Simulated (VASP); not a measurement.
# TaN: single point with PBEsol

TaN:

```
Ta N
1.0
     3.03781    0.00000    0.00000
    -1.51890    2.63082    0.00000
     0.00000    0.00000    4.90155
Ta N
2 2
Cartesian
  0.0000 0.0000 0.0000
  0.0000 0.0000 2.4508
  0.0000 1.7539 1.2254
  1.5189 0.8769 3.6762
```

```yaml
Program: VASP 6.6.1
Task: single point
Functional: PBEsol
Potentials_or_basis: VASP PAW PBE potentials, release 64 (Ta_pv, N)
Cutoff: 520 eV
k_mesh: 9 × 9 × 5
Occupations: fermi-dirac, width 0.01 eV
Spin: no spin polarisation
Dipole_correction: no
Further_INCAR_settings: ALGO = Normal; EDIFF = 1e-06; NBANDS = 24
```

The pressure is 55.5 GPa and the band gap on the k mesh is zero (bands 16 and 17 overlap by 2.60 eV).

Stress tensor (GPa, compression positive):
```
 26.52   0.00   0.00
  0.00  26.52   0.00
  0.00   0.00 113.58
```

Levels at points of the mesh, in eV from the Fermi level:
```
           k point  band 13  band 14  band 15  band 16  band 17  band 18  band 19  band 20
(0.00, 0.00, 0.00)    -3.61    -3.61    -3.59    -1.88    -1.88    -0.64    -0.64     2.95
```

Wall time 12 s on 1 thread of Intel(R) Xeon(R) 6975P-C (Granite Rapids) (shared host), peak memory 0.17 GiB.

Caveat: the cell stands under pressure; the PAW data sets were made with another functional, which shifts forces and pressure a little; spin-orbit coupling is left out, which moves the levels of the heavy elements.
